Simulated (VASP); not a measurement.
# ZrB2 (P6/mmm) in VASP: a series of runs

The runs below take ZrB2 through relaxation of shape and atoms at fixed volume, with PBE.

All numbers are computed with VASP 6.6.1; they aren't measurements. Logs are shortened: lines on timing, memory, paths and dates and some standing lists are left out, and cuts for length are marked.

**1. The cell of the first run**

The structure is hexagonal, space group P6/mmm (No. 191). Conventional cell: a = 3.044 Å, b = 3.044 Å, c = 3.383 Å, α = 90.00°, β = 90.00°, γ = 120.00°. Zr (site symmetry 6/mmm) has 12 B at 2.44 Å and 6 Zr at 3.04 Å within 3.2 Å. Within 2.3 Å of B (site symmetry -6m2) lie 3 B at 1.76 Å.

**2. Relaxation of shape and atoms at fixed volume, PBE (volume scaled by 0.88)**

File INCAR:

```
SYSTEM = ZrB2
  PREC = Accurate
  ENCUT = 600
  EDIFF = 1E-7
  ISMEAR = 0
  SIGMA = 0.1
  LREAL = .False.
  LASPH = .True.
  NELM = 60
  ALGO = Normal
  ISIF = 4
  LWAVE = .False.
  LCHARG = .False.
  GGA = PE
  IBRION = 2
  NSW = 50
  EDIFFG = -0.01
```

File KPOINTS:

```
regular mesh
0
Gamma
  15 15 12
  0 0 0
```

File POSCAR:

```
ZrB2
1.0
    3.0439363064      0.0000000000      0.0000000000
   -1.5219681532      2.6361261688      0.0000000000
    0.0000000000      0.0000000000      3.3832534938
Zr B
1 2
Direct
    0.0000000000      0.0000000000      0.0000000000
    0.3333333333      0.6666666667      0.5000000000
    0.6666666667      0.3333333333      0.5000000000
```

Potentials or basis: VASP PAW PBE potentials, release 64 (Zr_sv, B).

Command:

```bash
> cat potpaw_PBE.64/Zr_sv/POTCAR potpaw_PBE.64/B/POTCAR > POTCAR
> mpirun -np 1 vasp_std > vasp.out
```

OUTCAR:

```text
SYSTEM = ZrB2
   PREC = Accurate
   ENCUT = 600
   EDIFF = 1E-7
   ISMEAR = 0
   LREAL = .False.
   LASPH = .True.
   NELM = 60
   ISIF = 4
   GGA = PE
   IBRION = 2
   NSW = 50
   EDIFFG = -0.01

 ion  position               nearest neighbor table
   1  0.000  0.000  0.000-   2 2.44   3 2.44   2 2.44   3 2.44   2 2.44   2 2.44   3 2.44   3 2.44
                             3 2.44   3 2.44   2 2.44   2 2.44
   2  0.333  0.667  0.500-   3 1.76   3 1.76   3 1.76   1 2.44   1 2.44   1 2.44   1 2.44   1 2.44
                             1 2.44
   3  0.667  0.333  0.500-   2 1.76   2 1.76   2 1.76   1 2.44   1 2.44   1 2.44   1 2.44   1 2.44
                             1 2.44

  LATTYP: Found a hexagonal cell.
 ALAT       =     3.0439363064
 C/A-ratio  =     1.1114731562

  Lattice vectors:

 A1 = (   3.0439363064,   0.0000000000,   0.0000000000)
 A2 = (  -1.5219681532,   2.6361261688,   0.0000000000)
 A3 = (   0.0000000000,   0.0000000000,   3.3832534938)

Analysis of symmetry for initial positions (statically):
=====================================================================
 Subroutine PRICEL returns:
 Original cell was already a primitive cell.

 Routine SETGRP: Setting up the symmetry group for a
 hexagonal supercell.

 Subroutine GETGRP returns: Found 24 space group operations
 (whereof 24 operations were pure point group operations)
 out of a pool of 24 trial point group operations.

The static configuration has the point symmetry D_6h.

Analysis of symmetry for dynamics (positions and initial velocities):
=====================================================================
 Subroutine PRICEL returns:
 Original cell was already a primitive cell.

 Routine SETGRP: Setting up the symmetry group for a
 hexagonal supercell.

 Subroutine GETGRP returns: Found 24 space group operations
 (whereof 24 operations were pure point group operations)
 out of a pool of 24 trial point group operations.

The dynamic configuration has the point symmetry D_6h.

 Subroutine INISYM returns: Found 24 space group operations
 (whereof 24 operations are pure point group operations),
 and found     1 'primitive' translations

----------------------------------------------------------------------------------------

                                     Primitive cell

  volume of cell :      27.1479

  direct lattice vectors                    reciprocal lattice vectors
     3.043936306  0.000000000  0.000000000     0.328521986  0.189672257  0.000000000
    -1.521968153  2.636126169  0.000000000     0.000000000  0.379344514  0.000000000
     0.000000000  0.000000000  3.383253494     0.000000000  0.000000000  0.295573477

  length of vectors
     3.043936306  3.043936306  3.383253494     0.379344514  0.379344514  0.295573477

  position of ions in fractional coordinates (direct lattice)
     0.000000000  0.000000000  0.000000000
     0.333333333  0.666666667  0.500000000
     0.666666667  0.333333333  0.500000000

  ion indices of the primitive-cell ions
   primitive index   ion index
                 1           1
                 2           2
                 3           3

----------------------------------------------------------------------------------------

 KPOINTS: regular mesh

Automatic generation of k-mesh.
 Grid dimensions read from file:
 generate k-points for:   15   15   12

 Generating k-lattice:

  Cartesian coordinates                     Fractional coordinates (reciprocal lattice)
     0.021901466  0.012644817  0.000000000     0.066666667  0.000000000  0.000000000
     0.000000000  0.025289634  0.000000000     0.000000000  0.066666667  0.000000000
     0.000000000  0.000000000  0.024631123     0.000000000  0.000000000  0.083333333

  Length of vectors
     0.025289634  0.025289634  0.024631123

  Shift w.r.t. Gamma in fractional coordinates (k-lattice)
     0.000000000  0.000000000  0.000000000

 Subroutine IBZKPT returns following result:
 ===========================================

 Found    189 irreducible k-points:

 Following reciprocal coordinates:
            Coordinates               Weight
  0.000000  0.000000  0.000000      1.000000
  0.066667  0.000000  0.000000      6.000000
  0.133333  0.000000  0.000000      6.000000
  0.200000  0.000000  0.000000      6.000000
  0.266667  0.000000  0.000000      6.000000
  0.333333  0.000000  0.000000      6.000000
[... 16 lines left out ...]
  0.333333  0.200000  0.000000     12.000000
  0.400000  0.200000  0.000000      6.000000
 [... further k-points ...]
   k-points           NKPTS =    189   k-points in BZ     NKDIM =    189   number of bands    NBANDS=     13
   number of dos      NEDOS =    301   number of ions     NIONS =      3
   total plane-waves  NPLWV =  16128
   dimension x,y,z NGX =    24 NGY =   24 NGZ =   28
   dimension x,y,z NGXF=    48 NGYF=   48 NGZF=   56
   ions per type =               1   2
   NGX,Y,Z   is equivalent  to a cutoff of  13.11, 13.11, 13.76 a.u.
   NGXF,Y,Z  is equivalent  to a cutoff of  26.22, 26.22, 27.52 a.u.
 SYSTEM =  ZrB2
   PREC   = accura    normal or accurate (medium, high low for compatibility)
   ISTART =      0    job   : 0-new  1-cont  2-samecut
   ICHARG =      2    charge: 1-file 2-atom 10-const
   ISPIN  =      1    spin polarized calculation?
   LNONCOLLINEAR =      F non collinear calculations
   LSORBIT =      F    spin-orbit coupling
   LASPH  =      T    aspherical Exc in radial PAW
   ENCUT  =  600.0 eV  44.10 Ry    6.64 a.u.   6.08  6.08  6.76*2*pi/ulx,y,z
   NELM   =     60;   NELMIN=  2; NELMDL= -5     # of ELM steps
   EDIFF  = 0.1E-06   stopping-criterion for ELM
   LREAL  =      F    real-space projection
   EDIFFG = -.1E-01   stopping-criterion for IOM
   NSW    =     50    number of steps for IOM
   IBRION =      2    ionic relax: 0-MD 1-quasi-New 2-CG
   NFREE  =      1    steps in history (QN), initial steepest desc. (CG)
   ISIF   =      4    stress and relaxation
   ISYM   =      2    0-nonsym 1-usesym 2-fastsym
   POTIM  = 0.5000    time-step for ionic-motion
   TEBEG  =    0.0;   TEEND  =   0.0 temperature during run
   PSTRESS=    0.0 pullay stress
   NELECT =      18.0000    total number of electrons
   NUPDOWN=      -1.0000    fix difference up-down
   EMIN   =  10.00;   EMAX   =-10.00  energy-range for DOS
   EFERMI =   0.00;   METHOD = LEGACY
   ISMEAR =     0;   SIGMA  =   0.10  broadening in eV -4-tet -1-fermi 0-gaus
   EFERMI_NEDOS =   21; number of points for ismear=-14 and -15
   IALGO  =     38    algorithm
   IMIX   =      4    mixing-type and parameters
     AMIX     =   0.40;   BMIX     =  1.00
     AMIX_MAG =   1.60;   BMIX_MAG =  1.00
  volume/ion in A,a.u.               =       9.05        61.07
  Fermi-wavevector in a.u.,A,eV,Ry     =   1.427535  2.697651 27.726734  2.037857
  Thomas-Fermi vector in A             =   2.547694
   LORBIT       =      0    0 simple, 1 ext, 2 COOP (PROOUT), +10 PAW based schemes
   GGA     = PE    functional components
   LHFCALC =     F    Hartree Fock is set to
   AEXX    =    0.0000 exact exchange contribution
   IVDW    =     0    specifies the selected vdW correction
   LEPSILON=     F    determine dielectric tensor
   LRPA    =     F    only Hartree local field effects (RPA)
 conjugate gradient relaxation of ions
 non-spin polarized calculation
 Gauss-broadening in eV      SIGMA  =   0.10
  energy-cutoff  :      600.00
  volume of cell :       27.15
 maximum number of plane-waves:       928
   NGX = 13   NGY = 13   NGZ = 13

--------------------------------------- Ionic step        1  -------------------------------------------

 number of electron      18.0000000 magnetization

 Free energy of the ion-electron system (eV)
  ---------------------------------------------------
  ext. energy  EPLUGINS =         0.00000000
  ---------------------------------------------------
  free energy    TOTEN  =       -24.56815509 eV

  energy without entropy =      -24.56718881  energy(sigma->0) =      -24.56767195

------------------------ aborting loop because EDIFF is reached ----------------------------------------

  FORCE on cell =-STRESS in cart. coord.  units (eV):
  Direction    XX          YY          ZZ          XY          YZ          ZX
  --------------------------------------------------------------------------------------
  -------------------------------------------------------------------------------------
  Total        6.6839506      6.6839506      6.6133848      0.0000000     -0.0000000      0.0000000
  in kB      394.4641336    394.4641336    390.2995775      0.0000000     -0.0000000      0.0000000
  external PRESSURE =     393.0759482 kB  Pullay stress =       0.0000000 kB

 VOLUME and BASIS-vectors are now :
 -----------------------------------------------------------------------------
  energy-cutoff  :      600.00
  volume of cell :       27.15
      direct lattice vectors                 reciprocal lattice vectors
     3.043936306  0.000000000  0.000000000     0.328521986  0.189672257  0.000000000
    -1.521968153  2.636126169  0.000000000     0.000000000  0.379344514  0.000000000
     0.000000000  0.000000000  3.383253494     0.000000000  0.000000000  0.295573477

 POSITION                                       TOTAL-FORCE (eV/Angst)
 -----------------------------------------------------------------------------------
      0.00000      0.00000      0.00000        -0.000000      0.000000      0.000000
     -0.00000      1.75742      1.69163         0.000000     -0.000000      0.000000
      1.52197      0.87871      1.69163         0.000000     -0.000000      0.000000
 -----------------------------------------------------------------------------------
    total drift:                               -0.000000      0.000000      0.000000

  FREE ENERGIE OF THE ION-ELECTRON SYSTEM (eV)
  ---------------------------------------------------
  free  energy   TOTEN  =       -24.5681550908 eV

  energy  without entropy=      -24.5671888122  energy(sigma->0) =      -24.56767195

--------------------------------------- Ionic step        2  -------------------------------------------

 number of electron      18.0000000 magnetization

 Free energy of the ion-electron system (eV)
  ---------------------------------------------------
  ext. energy  EPLUGINS =         0.00000000
  ---------------------------------------------------
  free energy    TOTEN  =       -24.56817823 eV

  energy without entropy =      -24.56721158  energy(sigma->0) =      -24.56769491

 E-fermi :  11.9445     XC(G=0): -13.0395

 val. band max:       11.8977423460   @ k =   0.0667   0.0667   0.4167
 cond. band min:      11.9642426211   @ k =   0.4000   0.1333   0.0000
 fundamental gap:      0.0665002751
 Fermi energy:        11.9445168178

 k-point     1 :       0.0000    0.0000    0.0000
  band No.  band energies     occupation
      1     -36.2750      2.00000
      2     -14.5384      2.00000
      3     -13.7710      2.00000
      4     -13.7710      2.00000
      5      -1.3210      2.00000
      6       9.0407      2.00000
      7       9.0407      2.00000
      8       9.0915      2.00000
      9       9.7472      2.00000
     10      15.9524      0.00000
     11      15.9524      0.00000
     12      16.8308      0.00000
     13      16.8308      0.00000

 k-point     2 :       0.0667    0.0000    0.0000
  band No.  band energies     occupation
      1     -36.2668      2.00000
      2     -14.5269      2.00000
      3     -13.8380      2.00000
      4     -13.7851      2.00000
      5      -1.2191      2.00000
      6       8.7749      2.00000
      7       9.0560      2.00000
      8       9.1925      2.00000
      9       9.6102      2.00000
     10      15.8828      0.00000
     11      16.0618      0.00000
[... 339 lines left out ...]
 k-point    24 :       0.4000    0.2000    0.0000
  band No.  band energies     occupation
      1     -36.0662      2.00000
      2     -15.0060      2.00000
      3     -14.4111      2.00000
      4     -14.2417      2.00000
      5       3.1884      2.00000
      6       3.6761      2.00000
      7       6.1427      2.00000
      8       8.2107      2.00000
      9      10.8481      2.00000
     10      11.6673      1.99991
     11      15.1032      0.00000
     12      16.7267      0.00000
     13      19.2258      0.00000

 [... further k-points ...]

------------------------ aborting loop because EDIFF is reached ----------------------------------------

  FORCE on cell =-STRESS in cart. coord.  units (eV):
  Direction    XX          YY          ZZ          XY          YZ          ZX
  --------------------------------------------------------------------------------------
  -------------------------------------------------------------------------------------
  Total        6.6561619      6.6561619      6.6634152      0.0000000     -0.0000000     -0.0000000
  in kB      392.8241361    392.8241360    393.2522070      0.0000000     -0.0000000     -0.0000000
  external PRESSURE =     392.9668264 kB  Pullay stress =       0.0000000 kB

 VOLUME and BASIS-vectors are now :
 -----------------------------------------------------------------------------
  energy-cutoff  :      600.00
  volume of cell :       27.15
      direct lattice vectors                 reciprocal lattice vectors
     3.045088122  0.000000000  0.000000000     0.328397721  0.189600513  0.000000000
    -1.522544061  2.637123670 -0.000000000    -0.000000000  0.379201025  0.000000000
     0.000000000 -0.000000000  3.380694522    -0.000000000  0.000000000  0.295797208

 POSITION                                       TOTAL-FORCE (eV/Angst)
 -----------------------------------------------------------------------------------
      3.04509      0.00000      0.00000         0.000000     -0.000000     -0.000000
     -0.00000      1.75808      1.69035        -0.000000      0.000000     -0.000000
      1.52254      0.87904      1.69035         0.000000     -0.000000      0.000000
 -----------------------------------------------------------------------------------
    total drift:                                0.000000      0.000000     -0.000000

  FREE ENERGIE OF THE ION-ELECTRON SYSTEM (eV)
  ---------------------------------------------------
  free  energy   TOTEN  =       -24.5681782320 eV

  energy  without entropy=      -24.5672115849  energy(sigma->0) =      -24.56769491

 reached required accuracy - stopping structural energy minimisation
```

Wall time 72 s (1 thread of Intel Xeon 6975P-C, shared host); peak memory 0.22 GiB.

What came out:

```yaml
Free_energy: -24.5682 eV
Energy_gained_by_relaxing: 0.0 meV/atom
Ionic_steps: 2
Pressure_after_relaxing: 39.3 GPa
Band_gap_on_the_k_mesh: zero (band 9 reaches 12.79 eV, above the bottom of band 10 at 11.67 eV)
```

Final structure:
```cif
data_structure
_symmetry_space_group_name_H-M 'P 1'
_symmetry_Int_Tables_number 1
_cell_length_a 3.0451
_cell_length_b 3.0451
_cell_length_c 3.3807
_cell_angle_alpha 90.000
_cell_angle_beta 90.000
_cell_angle_gamma 120.000
_cell_volume 27.15
loop_
_atom_site_label
_atom_site_type_symbol
_atom_site_fract_x
_atom_site_fract_y
_atom_site_fract_z
_atom_site_occupancy
Zr1 Zr 0.00000 0.00000 0.00000 1
B1 B 0.33333 0.66667 0.50000 1
B2 B 0.66667 0.33333 0.50000 1
```

(Continued in part 2 of 2.)
